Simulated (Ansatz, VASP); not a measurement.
**Two plane-wave programs on TaSb**

```
Ta Sb
1.0
     3.54181    0.00000    0.00000
    -1.77091    3.06730    0.00000
     0.00000    0.00000    3.77426
Ta Sb
1 1
Cartesian
  1.7709 1.0224 1.8871
  0.0000 2.0449 0.0000
```

Alike in both runs: functional PBEsol; k mesh 15 × 15 × 12; occupations gaussian, width 0.1 eV; no spin polarisation.

Ansatz relaxed the structure, and its values are those at the end. VASP's run is a single point on that final structure, the one shown.

|  | VASP | Ansatz |
| --- | --- | --- |
| version | VASP 6.6.1 | Ansatz 0.2.0 |
| potentials or method | VASP PAW PBE potentials, release 64 (Ta_pv, Sb), cutoff 520 eV | scalar-relativistic, plane waves, PAW |
| valence electrons in the cell | 16 | 28 |

Ansatz gave:

| Item | Value |
| --- | --- |
| gap on the k mesh at the Fermi level (eV) | none |
| pressure (GPa) | 0.0 |

Problem. What did VASP give for the same quantities?

Solution. gap on the k mesh at the Fermi level (eV): none; pressure (GPa): 0.3.

VASP's potentials were made for PBE, not for PBEsol. A gap of «none» marks a metal or a gap that the smearing closes. VASP's potentials hold 16 valence electrons a cell and Ansatz's 28, so a difference there can come from the potentials and not from the codes.

Spin-orbit coupling is off throughout.
